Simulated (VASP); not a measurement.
**B3I2: single point with PBE**

B3I2:

```
B I
1.0
     4.23062    0.00000    0.00000
     0.00000    4.23062    0.00000
     0.00000    0.00000    5.38939
B I
3 2
Direct
  0.00000 0.50000 0.41648
  0.50000 0.00000 0.41648
  0.50000 0.50000 0.39250
  0.00000 0.50000 0.85047
  0.50000 0.00000 0.85047
```

The cell was generated, and may not be a known phase.

| Item | Value |
| --- | --- |
| Program | VASP 6.6.1 |
| Task | single point |
| Functional | PBE |
| Potentials or basis | VASP PAW PBE potentials, release 64 (B, I) |
| Cutoff | 520 eV |
| k mesh | 10 × 10 × 8 |
| Occupations | gaussian, width 0.1 eV |
| Spin | no spin polarisation |
| Dipole correction | no |
| Further INCAR settings | ALGO = Normal; EDIFF = 1e-06; NBANDS = 20 |

- Pressure: -0.1 GPa
- Band gap on the k mesh: zero (an odd number of electrons rules out a gap without spin polarisation)

Forces on the atoms (eV/Å):
```
B    0.000  0.000 -0.002
B    0.000  0.000 -0.002
B    0.000  0.000 -0.001
I    0.000  0.000  0.003
I    0.000  0.000  0.003
```

Levels at points of the mesh, in eV from the Fermi level:
```tsv
k point	band 7	band 8	band 9	band 10	band 11	band 12	band 13	band 14	band 15	band 16
(0.00, 0.00, 0.00)	-4.51	-2.89	-2.89	-2.04	-0.56	0.06	0.06	1.98	2.96	3.13
(0.50, 0.00, 0.00)	-4.55	-4.04	-3.96	-3.68	-1.99	-0.68	1.43	1.44	1.92	4.84
(0.50, 0.50, 0.00)	-5.99	-4.53	-4.53	-1.53	-0.73	1.33	1.55	3.19	3.97	4.92
(0.00, 0.00, 0.50)	-3.93	-3.38	-3.38	-1.30	0.16	0.16	0.41	0.61	1.64	2.64
(0.50, 0.00, 0.50)	-3.93	-3.65	-3.37	-2.67	-1.90	-0.58	0.39	0.87	1.19	1.42
(0.50, 0.50, 0.50)	-7.07	-2.32	-1.67	-1.67	1.23	1.57	1.68	1.68	1.71	3.52
```

Run time: 72 s on 1 thread of AMD EPYC 9R45 (Zen 5) (shared host), peak memory 0.28 GiB.

Caveat: spin-orbit coupling is left out, which moves the levels of the heavy elements; this functional lacks dispersion, which binds layers or chains, so the pressure and a relaxed spacing across them are unreliable; an odd number of electrons without spin polarisation forces a metal; a magnetic or distorted state may lie lower.
